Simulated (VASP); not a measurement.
# TaRu (Pm-3m) in VASP: a series of runs

Runs on TaRu. Level: LDA. Tasks: single point.

All numbers are computed with VASP 6.6.1; they aren't measurements. Logs are shortened: lines on timing, memory, paths and dates and some standing lists are left out, and cuts for length are marked.

## 1. The cell of the first run

It takes space group Pm-3m (No. 221, cubic). The conventional cell has a = 3.093 Å, b = 3.093 Å, c = 3.093 Å, α = 90.00°, β = 90.00°, γ = 90.00°. Within 3.5 Å of Ta (site symmetry m-3m) lie 8 Ru at 2.68 Å and 6 Ta at 3.09 Å. Within 3.5 Å of Ru (site symmetry m-3m) lie 8 Ta at 2.68 Å and 6 Ru at 3.09 Å.

## 2. Single point, LDA

Contents of INCAR:

```
PREC = Accurate
ENCUT = 560
EDIFF = 1E-6
ISMEAR = -1
SIGMA = 0.15
LREAL = False
LASPH = True
NELM = 120
ALGO = Normal
ISIF = 2
LWAVE = False
LCHARG = False
NBANDS = 22
GGA_COMPAT = False
```

Contents of KPOINTS:

```
Automatic mesh
0
Gamma
  14 14 14
```

Contents of POSCAR:

```
TaRu
1.0
    3.0929224751      0.0000000000      0.0000000000
    0.0000000000      3.0929224751      0.0000000000
    0.0000000000      0.0000000000      3.0929224751
Ta Ru
1 1
Direct
    0.5000000000      0.5000000000      0.5000000000
    0.0000000000      0.0000000000      0.0000000000
```

Potentials or basis: VASP PAW LDA potentials, release 64 (Ta_sv_GW, Ru_sv).

Command:

```bash
> cat potpaw_LDA.64/Ta_sv_GW/POTCAR potpaw_LDA.64/Ru_sv/POTCAR > POTCAR
> mpirun -np 1 vasp_std > vasp.out
```

OUTCAR:

```text
PREC = Accurate
   ENCUT = 560
   EDIFF = 1E-6
   ISMEAR = -1
   LREAL = False
   LASPH = True
   NELM = 120
   ISIF = 2

 ion  position               nearest neighbor table
   1  0.500  0.500  0.500-   2 2.68   2 2.68   2 2.68   2 2.68   2 2.68   2 2.68   2 2.68   2 2.68

   2  0.000  0.000  0.000-   1 2.68   1 2.68   1 2.68   1 2.68   1 2.68   1 2.68   1 2.68   1 2.68

  LATTYP: Found a simple cubic cell.
 ALAT       =     3.0929224751

  Lattice vectors:

 A1 = (   3.0929224751,   0.0000000000,   0.0000000000)
 A2 = (   0.0000000000,   3.0929224751,   0.0000000000)
 A3 = (   0.0000000000,   0.0000000000,   3.0929224751)

Analysis of symmetry for initial positions (statically):
=====================================================================
 Subroutine PRICEL returns:
 Original cell was already a primitive cell.

 Routine SETGRP: Setting up the symmetry group for a
 simple cubic supercell.

 Subroutine GETGRP returns: Found 48 space group operations
 (whereof 48 operations were pure point group operations)
 out of a pool of 48 trial point group operations.

The static configuration has the point symmetry O_h .

Analysis of symmetry for dynamics (positions and initial velocities):
=====================================================================
 Subroutine PRICEL returns:
 Original cell was already a primitive cell.

 Routine SETGRP: Setting up the symmetry group for a
 simple cubic supercell.

 Subroutine GETGRP returns: Found 48 space group operations
 (whereof 48 operations were pure point group operations)
 out of a pool of 48 trial point group operations.

The dynamic configuration has the point symmetry O_h .

 Subroutine INISYM returns: Found 48 space group operations
 (whereof 48 operations are pure point group operations),
 and found     1 'primitive' translations

----------------------------------------------------------------------------------------

                                     Primitive cell

  volume of cell :      29.5874

  direct lattice vectors                    reciprocal lattice vectors
     3.092922475  0.000000000  0.000000000     0.323318805  0.000000000  0.000000000
     0.000000000  3.092922475  0.000000000     0.000000000  0.323318805  0.000000000
     0.000000000  0.000000000  3.092922475     0.000000000  0.000000000  0.323318805

  length of vectors
     3.092922475  3.092922475  3.092922475     0.323318805  0.323318805  0.323318805

  position of ions in fractional coordinates (direct lattice)
     0.500000000  0.500000000  0.500000000
     0.000000000  0.000000000  0.000000000

  ion indices of the primitive-cell ions
   primitive index   ion index
                 1           1
                 2           2

----------------------------------------------------------------------------------------

 KPOINTS: Automatic mesh

Automatic generation of k-mesh.
 Grid dimensions read from file:
 generate k-points for:   14   14   14

 Generating k-lattice:

  Cartesian coordinates                     Fractional coordinates (reciprocal lattice)
     0.023094200  0.000000000  0.000000000     0.071428571  0.000000000  0.000000000
     0.000000000  0.023094200  0.000000000     0.000000000  0.071428571  0.000000000
     0.000000000  0.000000000  0.023094200     0.000000000  0.000000000  0.071428571

  Length of vectors
     0.023094200  0.023094200  0.023094200

  Shift w.r.t. Gamma in fractional coordinates (k-lattice)
     0.000000000  0.000000000  0.000000000

 Subroutine IBZKPT returns following result:
 ===========================================

 Found    120 irreducible k-points:

 Following reciprocal coordinates:
            Coordinates               Weight
  0.000000  0.000000  0.000000      1.000000
  0.071429  0.000000  0.000000      6.000000
  0.142857  0.000000  0.000000      6.000000
  0.214286  0.000000  0.000000      6.000000
  0.285714  0.000000  0.000000      6.000000
  0.357143  0.000000  0.000000      6.000000
[... 16 lines left out ...]
  0.285714  0.214286  0.000000     24.000000
  0.357143  0.214286  0.000000     24.000000
 [... further k-points ...]
   k-points           NKPTS =    120   k-points in BZ     NKDIM =    120   number of bands    NBANDS=     22
   number of dos      NEDOS =    301   number of ions     NIONS =      2
   total plane-waves  NPLWV =  13824
   dimension x,y,z NGX =    24 NGY =   24 NGZ =   24
   dimension x,y,z NGXF=    48 NGYF=   48 NGZF=   48
   ions per type =               1   1
   NGX,Y,Z   is equivalent  to a cutoff of  12.90, 12.90, 12.90 a.u.
   NGXF,Y,Z  is equivalent  to a cutoff of  25.80, 25.80, 25.80 a.u.
 SYSTEM =  unknown system
   PREC   = accura    normal or accurate (medium, high low for compatibility)
   ISTART =      0    job   : 0-new  1-cont  2-samecut
   ICHARG =      2    charge: 1-file 2-atom 10-const
   ISPIN  =      1    spin polarized calculation?
   LNONCOLLINEAR =      F non collinear calculations
   LSORBIT =      F    spin-orbit coupling
   LASPH  =      T    aspherical Exc in radial PAW
   ENCUT  =  560.0 eV  41.16 Ry    6.42 a.u.   5.97  5.97  5.97*2*pi/ulx,y,z
   NELM   =    120;   NELMIN=  2; NELMDL= -5     # of ELM steps
   EDIFF  = 0.1E-05   stopping-criterion for ELM
   LREAL  =      F    real-space projection
[... 7 lines left out ...]
   TEBEG  =    0.0;   TEEND  =   0.0 temperature during run
   PSTRESS=    0.0 pullay stress
   NELECT =      29.0000    total number of electrons
   NUPDOWN=      -1.0000    fix difference up-down
   EMIN   =  10.00;   EMAX   =-10.00  energy-range for DOS
   EFERMI =   0.00;   METHOD = LEGACY
   ISMEAR =    -1;   SIGMA  =   0.15  broadening in eV -4-tet -1-fermi 0-gaus
   EFERMI_NEDOS =   21; number of points for ismear=-14 and -15
   IALGO  =     38    algorithm
   IMIX   =      4    mixing-type and parameters
     AMIX     =   0.40;   BMIX     =  1.00
     AMIX_MAG =   1.60;   BMIX_MAG =  1.00
  volume/ion in A,a.u.               =      14.79        99.83
  Fermi-wavevector in a.u.,A,eV,Ry     =   1.626192  3.073057 35.980609  2.644500
  Thomas-Fermi vector in A             =   2.719191
   LORBIT       =      0    0 simple, 1 ext, 2 COOP (PROOUT), +10 PAW based schemes
   GGA     = CA    functional components
   LHFCALC =     F    Hartree Fock is set to
   AEXX    =    0.0000 exact exchange contribution
   IVDW    =     0    specifies the selected vdW correction
   LEPSILON=     F    determine dielectric tensor
   LRPA    =     F    only Hartree local field effects (RPA)
 non-spin polarized calculation
  energy-cutoff  :      560.00
  volume of cell :       29.59
 maximum number of plane-waves:       912
 NGX is ok and might be reduce to    24
   NGX = 11   NGY = 11   NGZ = 11

 number of electron      29.0000006 magnetization

 Free energy of the ion-electron system (eV)
  ---------------------------------------------------
  ext. energy  EPLUGINS =         0.00000000
  ---------------------------------------------------
  free energy    TOTEN  =       -26.57766358 eV

  energy without entropy =      -26.40571748  energy(sigma->0) =      -26.49169053

 E-fermi :  14.2955     XC(G=0): -14.1999

 val. band max:       14.2912819931   @ k =   0.5000   0.3571   0.0000
 cond. band min:      14.2994814759   @ k =   0.3571   0.2857   0.0714
 fundamental gap:      0.0081994828
 Fermi energy:        14.2954670270

 k-point     1 :       0.0000    0.0000    0.0000
  band No.  band energies     occupation
      1     -58.5775      2.00000
      2     -53.8093      2.00000
      3     -28.7921      2.00000
      4     -28.7921      2.00000
      5     -28.7921      2.00000
      6     -20.3471      2.00000
[... 14 lines left out ...]
     21      22.9311      0.00000
     22      22.9311      0.00000

 k-point     2 :       0.0714    0.0000    0.0000
  band No.  band energies     occupation
      1     -58.5768      2.00000
      2     -53.8087      2.00000
      3     -28.7984      2.00000
      4     -28.7907      2.00000
      5     -28.7907      2.00000
      6     -20.3705      2.00000
[... 14 lines left out ...]
     21      23.5074      0.00000
     22      23.5074      0.00000

 k-point     3 :       0.1429    0.0000    0.0000
  band No.  band energies     occupation
      1     -58.5747      2.00000
      2     -53.8071      2.00000
      3     -28.8161      2.00000
      4     -28.7869      2.00000
      5     -28.7869      2.00000
      6     -20.4358      2.00000
[... 14 lines left out ...]
     21      24.8097      0.00000
     22      24.8097      0.00000

 k-point     4 :       0.2143    0.0000    0.0000
  band No.  band energies     occupation
      1     -58.5717      2.00000
      2     -53.8047      2.00000
      3     -28.8415      2.00000
      4     -28.7813      2.00000
      5     -28.7813      2.00000
      6     -20.5289      2.00000
[... 14 lines left out ...]
     21      26.4014      0.00000
     22      26.4014      0.00000

 k-point     5 :       0.2857    0.0000    0.0000
  band No.  band energies     occupation
      1     -58.5684      2.00000
      2     -53.8020      2.00000
      3     -28.8695      2.00000
      4     -28.7752      2.00000
      5     -28.7752      2.00000
      6     -20.6306      2.00000
[... 417 lines left out ...]
 k-point    22 :       0.2143    0.2143    0.0000
  band No.  band energies     occupation
      1     -58.5666      2.00000
      2     -53.7988      2.00000
      3     -28.8510      2.00000
      4     -28.8267      2.00000
      5     -28.7722      2.00000
      6     -20.5414      2.00000
[... 14 lines left out ...]
     21      24.4893      0.00000
     22      27.6160      0.00000

 k-point    23 :       0.2857    0.2143    0.0000
  band No.  band energies     occupation
      1     -58.5636      2.00000
      2     -53.7955      2.00000
      3     -28.8754      2.00000
      4     -28.8335      2.00000
      5     -28.7670      2.00000
      6     -20.6091      2.00000
[... 14 lines left out ...]
     21      25.1661      0.00000
     22      28.6322      0.00000

 k-point    24 :       0.3571    0.2143    0.0000
  band No.  band energies     occupation
      1     -58.5610      2.00000
      2     -53.7924      2.00000
      3     -28.9022      2.00000
      4     -28.8347      2.00000
      5     -28.7623      2.00000
      6     -20.6833      2.00000
[... 14 lines left out ...]
     21      25.9954      0.00000
     22      29.1654      0.00000

 [... further k-points ...]
[... 5 lines left out ...]
  --------------------------------------------------------------------------------------
  -------------------------------------------------------------------------------------
  Total        1.5374730      1.5374730      1.5374730     -0.0000000     -0.0000000      0.0000000
  in kB       83.2551225     83.2551225     83.2551225     -0.0000000     -0.0000000      0.0000000
  external PRESSURE =      83.2551225 kB  Pullay stress =       0.0000000 kB

 VOLUME and BASIS-vectors are now :
 -----------------------------------------------------------------------------
  energy-cutoff  :      560.00
  volume of cell :       29.59
      direct lattice vectors                 reciprocal lattice vectors
     3.092922475  0.000000000  0.000000000     0.323318805  0.000000000  0.000000000
     0.000000000  3.092922475  0.000000000     0.000000000  0.323318805  0.000000000
     0.000000000  0.000000000  3.092922475     0.000000000  0.000000000  0.323318805

 POSITION                                       TOTAL-FORCE (eV/Angst)
 -----------------------------------------------------------------------------------
      1.54646      1.54646      1.54646         0.000000      0.000000      0.000000
      0.00000      0.00000      0.00000         0.000000      0.000000      0.000000
 -----------------------------------------------------------------------------------
    total drift:                                0.000000      0.000000     -0.000000

  FREE ENERGIE OF THE ION-ELECTRON SYSTEM (eV)
  ---------------------------------------------------
  free  energy   TOTEN  =       -26.5776635828 eV

  energy  without entropy=      -26.4057174794  energy(sigma->0) =      -26.49169053
```

Run time: 33 s. Hardware: 1 thread of AMD EPYC 9R45 (Zen 5), shared host; peak memory 0.17 GiB.

Results:

```
Free energy            : -26.5777 eV
Pressure               : 8.3 GPa
Band gap on the k mesh : zero (an odd number of electrons rules out a gap without spin polarisation)
```

Caveat: the cell stands under pressure; spin-orbit coupling is left out, which moves the levels of the heavy elements.

## 3. Single point, LDA (14.89 Å³/atom)

This run uses another cell than the first one, of 14.89 Å³/atom.

Contents of INCAR:

```
  PREC = Accurate
  ENCUT = 560
  EDIFF = 1E-6
  ISMEAR = -1
  SIGMA = 0.15
  LREAL = False
  LASPH = True
  NELM = 120
  ALGO = Normal
  ISIF = 2
  LWAVE = False
  LCHARG = False
  GGA = CA
  NBANDS = 22
  GGA_COMPAT = False
```

KPOINTS is that of step 2.

Contents of POSCAR:

```
TaRu
1.0
    3.0995706851      0.0000000000      0.0000000000
    0.0000000000      3.0995706851      0.0000000000
    0.0000000000      0.0000000000      3.0995706851
Ta Ru
1 1
Direct
    0.5000000000      0.5000000000      0.5000000000
    0.0000000000      0.0000000000      0.0000000000
```

Potentials or basis: VASP PAW LDA potentials, release 64 (Ta_sv_GW, Ru_sv).

Command:

```bash
> cat potpaw_LDA.64/Ta_sv_GW/POTCAR potpaw_LDA.64/Ru_sv/POTCAR > POTCAR
> mpirun -np 1 vasp_std > vasp.out
```

OUTCAR:

```text
PREC = Accurate
   ENCUT = 560
   EDIFF = 1E-6
   ISMEAR = -1
   LREAL = False
   LASPH = True
   NELM = 120
   ISIF = 2
   GGA = CA

 ion  position               nearest neighbor table
   1  0.500  0.500  0.500-   2 2.68   2 2.68   2 2.68   2 2.68   2 2.68   2 2.68   2 2.68   2 2.68

   2  0.000  0.000  0.000-   1 2.68   1 2.68   1 2.68   1 2.68   1 2.68   1 2.68   1 2.68   1 2.68

  LATTYP: Found a simple cubic cell.
 ALAT       =     3.0995706851

  Lattice vectors:

 A1 = (   3.0995706851,   0.0000000000,   0.0000000000)
 A2 = (   0.0000000000,   3.0995706851,   0.0000000000)
 A3 = (   0.0000000000,   0.0000000000,   3.0995706851)

Analysis of symmetry for initial positions (statically):
=====================================================================
 Subroutine PRICEL returns:
 Original cell was already a primitive cell.

 Routine SETGRP: Setting up the symmetry group for a
 simple cubic supercell.

 Subroutine GETGRP returns: Found 48 space group operations
 (whereof 48 operations were pure point group operations)
 out of a pool of 48 trial point group operations.
[... 151 lines left out ...]
   NGX = 11   NGY = 11   NGZ = 11

 number of electron      29.0000004 magnetization

 Free energy of the ion-electron system (eV)
  ---------------------------------------------------
  ext. energy  EPLUGINS =         0.00000000
  ---------------------------------------------------
  free energy    TOTEN  =       -26.58686397 eV

  energy without entropy =      -26.41364106  energy(sigma->0) =      -26.50025252

 E-fermi :  14.1790     XC(G=0): -14.1613

 val. band max:       14.1729954533   @ k =   0.5000   0.3571   0.0000
 cond. band min:      14.1851524563   @ k =   0.3571   0.2857   0.0714
 fundamental gap:      0.0121570031
 Fermi energy:        14.1789527037

 k-point     1 :       0.0000    0.0000    0.0000
  band No.  band energies     occupation
      1     -58.6801      2.00000
      2     -53.9378      2.00000
      3     -28.8932      2.00000
      4     -28.8932      2.00000
      5     -28.8932      2.00000
      6     -20.4744      2.00000
[... 589 lines left out ...]
     21      25.8010      0.00000
     22      29.0059      0.00000

 [... further k-points ...]
[... 5 lines left out ...]
  --------------------------------------------------------------------------------------
  -------------------------------------------------------------------------------------
  Total        1.1701119      1.1701119      1.1701119     -0.0000000      0.0000000     -0.0000000
  in kB       62.9554511     62.9554511     62.9554511     -0.0000000      0.0000000     -0.0000000
  external PRESSURE =      62.9554511 kB  Pullay stress =       0.0000000 kB

 VOLUME and BASIS-vectors are now :
 -----------------------------------------------------------------------------
  energy-cutoff  :      560.00
  volume of cell :       29.78
      direct lattice vectors                 reciprocal lattice vectors
     3.099570685  0.000000000  0.000000000     0.322625325  0.000000000  0.000000000
     0.000000000  3.099570685  0.000000000     0.000000000  0.322625325  0.000000000
     0.000000000  0.000000000  3.099570685     0.000000000  0.000000000  0.322625325

 POSITION                                       TOTAL-FORCE (eV/Angst)
 -----------------------------------------------------------------------------------
      1.54979      1.54979      1.54979         0.000000      0.000000      0.000000
      0.00000      0.00000      0.00000         0.000000      0.000000      0.000000
 -----------------------------------------------------------------------------------
    total drift:                                0.000000      0.000000     -0.000000

  FREE ENERGIE OF THE ION-ELECTRON SYSTEM (eV)
  ---------------------------------------------------
  free  energy   TOTEN  =       -26.5868639748 eV

  energy  without entropy=      -26.4136410601  energy(sigma->0) =      -26.50025252
```

OSZICAR:

```text
N       E                     dE             d eps       ncg     rms          rms(c)
DAV:   1     0.323417631371E+03    0.32342E+03   -0.17687E+04  5296   0.146E+03
DAV:   2    -0.137421951284E+02   -0.33716E+03   -0.32454E+03  6162   0.467E+02
DAV:   3    -0.281404678203E+02   -0.14398E+02   -0.14250E+02  7178   0.935E+01
DAV:   4    -0.283327791925E+02   -0.19231E+00   -0.19226E+00  5890   0.931E+00
DAV:   5    -0.283363069696E+02   -0.35278E-02   -0.35277E-02  7250   0.108E+00    0.855E+01
DAV:   6    -0.270524824306E+02    0.12838E+01   -0.32494E+00  5862   0.952E+00    0.688E+01
DAV:   7    -0.297620195257E+02   -0.27095E+01   -0.19826E+01  5594   0.279E+01    0.184E+01
DAV:   8    -0.266071117403E+02    0.31549E+01   -0.12240E+01  5530   0.200E+01    0.805E+00
DAV:   9    -0.265870062749E+02    0.20105E-01   -0.26560E-01  5958   0.362E+00    0.404E+00
DAV:  10    -0.265871220698E+02   -0.11579E-03   -0.38115E-03  6018   0.490E-01    0.321E+00
DAV:  11    -0.265869856506E+02    0.13642E-03   -0.14446E-03  6204   0.330E-01    0.340E+00
DAV:  12    -0.265869145944E+02    0.71056E-04   -0.35874E-04  5774   0.209E-01    0.192E+00
DAV:  13    -0.265868644799E+02    0.50115E-04   -0.11385E-04  5908   0.648E-02    0.360E-02
DAV:  14    -0.265868639748E+02    0.50515E-06   -0.22532E-06  5006   0.137E-02
   1 F= -.26586864E+02 E0= -.26500253E+02  d E =-.173223E+00
```

stdout:

```text
POSCAR found type information on POSCAR TaRu
 POSCAR found :  2 types and       2 ions
 scaLAPACK will be used
 LDA part: xc-table for (Slater(with rela. corr.)+CA(PZ))
 , standard interpolation
 POSCAR, INCAR and KPOINTS ok, starting setup
 FFT: planning ... GRIDC
 FFT: planning ... GRID_SOFT
 FFT: planning ... GRID
 WAVECAR not read
 entering main loop
```

It took 43 s on 1 thread of Intel Xeon Platinum 8259CL at 2.50GHz (Skylake/Cascade Lake), shared host; peak memory 0.2 GiB.

What came out:

```
Free energy            : -26.5869 eV
Pressure               : 6.3 GPa
Band gap on the k mesh : zero (an odd number of electrons rules out a gap without spin polarisation)
```

Caveat: the cell stands under pressure; spin-orbit coupling is left out, which moves the levels of the heavy elements.
